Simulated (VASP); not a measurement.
Write the native input for VASP 6.6.1 that does the following.

| Property | Result |
| --- | --- |
| Task | single point |
| Functional | PBE |
| Potentials or basis | VASP PAW PBE potentials, release 64 (Cu_sv_GW) |
| Cutoff | 820 eV |
| k mesh | 2 × 10 × 1 |
| Occupations | methfessel-paxton, width 0.05 eV |
| Spin | no spin polarisation |
| Dipole correction | no |
| Further INCAR settings | ALGO = Normal; EDIFF = 1e-06; NBANDS = 16 |

The structure of Cu lies in POSCAR:

```
Cu
1.0
   11.5702539500      0.0000000000      0.0000000000
    0.0000000000      2.2382121000      0.0000000000
   -4.5956239400      0.0000000000     21.7433883500
Cu
1
Direct
    0.5000000000      0.5000000000      0.5000000000
```

One way to write it, as run:

INCAR

```
PREC     = Accurate       # precision mode
ENCUT    = 820            # plane-wave cutoff, eV
EDIFF    = 1E-6           # SCF threshold, eV
ISMEAR   = 1              # smearing method
SIGMA    = 0.05           # smearing width, eV
LREAL    = F              # projectors in reciprocal space
LASPH    = T              # aspherical terms in the spheres
NELM     = 120            # most SCF steps
ALGO     = Normal         # electronic algorithm
ISIF     = 2              # what is computed and relaxed
LWAVE    = F              # write WAVECAR
LCHARG   = F              # write CHGCAR
GGA      = PE             # functional
NBANDS   = 16             # bands
GGA_COMPAT= F
```

KPOINTS

```
regular mesh
0
Gamma
  2 10 1
```

Potentials or basis: VASP PAW PBE potentials, release 64 (Cu_sv_GW).

Command:

```console
$ cat potpaw_PBE.64/Cu_sv_GW/POTCAR > POTCAR
$ mpirun -np 1 vasp_std > vasp.out
```

Results of the run:

- Pressure: 0.1 GPa
- Band gap on the k mesh: zero (an odd number of electrons rules out a gap without spin polarisation)

Run time: 8.3 min on 1 thread of Intel(R) Xeon(R) Platinum 8259CL CPU @ 2.50GHz (Skylake/Cascade Lake), on a shared host, peak memory 1.1 GiB.
